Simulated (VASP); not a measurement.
Set up this calculation in VASP 6.6.1, as the native input.

```
Task                   : single point
Functional             : PBE
Potentials or basis    : VASP PAW PBE potentials, release 64 (Re)
Cutoff                 : 520 eV
k mesh                 : 16 × 16 × 16
Occupations            : fermi-dirac, width 0.1 eV
Spin                   : no spin polarisation
Dipole correction      : no
Further INCAR settings : ALGO = Normal; EDIFF = 1e-06; NBANDS = 14
```

The structure of Re lies in POSCAR:

```
Re
1.0
    0.0000000000      2.7080802198      2.7080802198
    2.7080802198      0.0000000000      2.7080802198
    2.7080802198      2.7080802198      0.0000000000
Re
2
Direct
    0.1250000000      0.1250000000      0.1250000000
    0.8750000000      0.8750000000      0.8750000000
```

This isn't the form of Re at room conditions, which is hcp.

These files were run (other wordings do the same):

INCAR

```
SYSTEM = Re
PREC     = Accurate       ! precision mode
ENCUT    = 520            ! plane-wave cutoff, eV
EDIFF    = 1E-6           ! SCF threshold, eV
ISMEAR   = -1             ! smearing method
SIGMA    = 0.1            ! smearing width, eV
LREAL    = .FALSE.        ! projectors in reciprocal space
LASPH    = .TRUE.         ! aspherical terms in the spheres
NELM     = 60             ! most SCF steps
ALGO     = Normal         ! electronic algorithm
ISIF     = 2              ! what is computed and relaxed
LWAVE    = .FALSE.        ! write WAVECAR
LCHARG   = .FALSE.        ! write CHGCAR
GGA      = PE             ! functional
NBANDS   = 14             ! bands
```

KPOINTS

```
Automatic mesh
0
G
  16 16 16
  0 0 0
```

Potentials or basis: VASP PAW PBE potentials, release 64 (Re).

Launch:

```bash
$ cat potpaw_PBE.64/Re/POTCAR > POTCAR
$ mpirun -np 1 vasp_std > vasp.out
```

It gave:

```
Pressure               : 26.6 GPa
Band gap on the k mesh : zero (bands 7 and 8 overlap by 1.62 eV)
```

Caveat: the cell stands under pressure; spin-orbit coupling is left out, which moves the levels of the heavy elements.

Run time: 40 s on 1 thread of Intel(R) Xeon(R) Platinum 8488C (Sapphire Rapids), on a shared host, peak memory 0.21 GiB.
